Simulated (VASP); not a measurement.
## Bi4O: single point with PBE

Crystal: Bi4O.

```
Bi O
1.0
     5.07910    0.00000    0.00000
     0.00000    5.07910    0.00000
     0.00000    0.00000    5.07910
Bi O
4 1
Direct
  0.50000 0.00000 0.00000
  0.00000 0.50000 0.00000
  0.00000 0.00000 0.50000
  0.50000 0.50000 0.50000
  0.00000 0.00000 0.00000
```

The cell was generated, and may not be a known phase.

```json
{"Program": "VASP 6.6.1", "Task": "single point", "Functional": "PBE", "Potentials or basis": "VASP PAW PBE potentials, release 64 (Bi_d, O)", "Cutoff": "520 eV", "k mesh": "8 × 8 × 8", "Occupations": "gaussian, width 0.1 eV", "Spin": "no spin polarisation"}
```

```
Pressure               : 0.0 GPa
Band gap on the k mesh : zero (bands 33 and 34 overlap by 3.83 eV)
```

Levels at points of the mesh, in eV from the Fermi level:
| k point | band 30 | band 31 | band 32 | band 33 | band 34 | band 35 | band 36 | band 37 |
| --- | --- | --- | --- | --- | --- | --- | --- | --- |
| (0.00, 0.00, 0.00) | -2.60 | -2.60 | 0.32 | 0.32 | 0.32 | 2.56 | 2.56 | 2.56 |
| (0.50, 0.00, 0.00) | -2.65 | -1.05 | -0.57 | -0.57 | -0.48 | -0.07 | 0.85 | 1.87 |
| (0.50, 0.50, 0.00) | -2.58 | -2.58 | -1.10 | -1.10 | -1.06 | -0.57 | 2.65 | 2.93 |
| (0.50, 0.50, 0.50) | -2.79 | -2.79 | -2.06 | 2.77 | 2.77 | 3.06 | 3.06 | 3.06 |

Run time: 2.4 min on 1 thread of Intel(R) Xeon(R) Platinum 8559C (Emerald Rapids), with other jobs on the host, peak memory 0.32 GiB.

Caveat: spin-orbit coupling is left out, which moves the levels of the heavy elements.
